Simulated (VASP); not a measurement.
Set up this calculation in VASP 6.6.1, as the native input.

```yaml
Task: relaxation of cell and atoms
Functional: PBE
Potentials_or_basis: VASP PAW PBE potentials, release 64 (Bi_d, S)
Cutoff: 600 eV
k_mesh: 6 × 6 × 8
Occupations: gaussian, width 0.1 eV
Spin: no spin polarisation
Dipole_correction: no
Further_INCAR_settings: ALGO = Normal; EDIFF = 1e-06; IBRION = 2; EDIFFG = -0.01; NSW = 100; ISIF = 3
```

The structure of BiS3 lies in POSCAR:

```
BiS3
1.0
    5.8176113886      0.0000000000      0.0000000000
   -2.9088056943      5.0381992519      0.0000000000
    0.0000000000      0.0000000000      5.5737895324
Bi S
2 6
Direct
    0.3333333333      0.6666666667      0.2500000000
    0.6666666667      0.3333333333      0.7500000000
    0.8244515426      0.6489030851      0.2500000000
    0.1755484574      0.8244515426      0.7500000000
    0.3510969149      0.1755484574      0.2500000000
    0.1755484574      0.3510969149      0.7500000000
    0.8244515426      0.1755484574      0.2500000000
    0.6489030851      0.8244515426      0.7500000000
```

These files were run (other wordings do the same):

INCAR

```
SYSTEM = BiS3
PREC = Accurate
ENCUT = 600
EDIFF = 1E-6
ISMEAR = 0
SIGMA = 0.1
LREAL = .False.
LASPH = .True.
NELM = 80
ALGO = Normal
ISIF = 3
LWAVE = .False.
LCHARG = .False.
GGA = PE
IBRION = 2
NSW = 100
EDIFFG = -0.01
```

KPOINTS

```
regular mesh
0
Gamma
  6 6 8
  0 0 0
```

Potentials or basis: VASP PAW PBE potentials, release 64 (Bi_d, S).

Launch:

```sh
$ cat potpaw_PBE.64/Bi_d/POTCAR potpaw_PBE.64/S/POTCAR > POTCAR
$ mpirun -np 1 vasp_std > vasp.out
```

It gave:

* Relaxed volume: 20.75 Å³/atom
* Relaxed cell: a = 5.807 Å, b = 5.807 Å, c = 5.686 Å, α = 90.00°, β = 90.00°, γ = 120.00°
* Space group after relaxing (to 0.1 Å): P6_3/mmc (No. 194)
* Energy gained by relaxing: 1.8 meV/atom
* Ionic steps: 5
* Pressure after relaxing: 0.1 GPa
* Largest force after relaxing: 0.004 eV/Å
* Band gap on the k mesh: zero (bands 33 and 34 overlap by 2.05 eV)

Caveat: spin-orbit coupling is left out, which moves the levels of the heavy elements.

It took 32 min on 1 thread of Intel Xeon 8259CL, with other jobs on the host, peak memory 0.47 GiB.
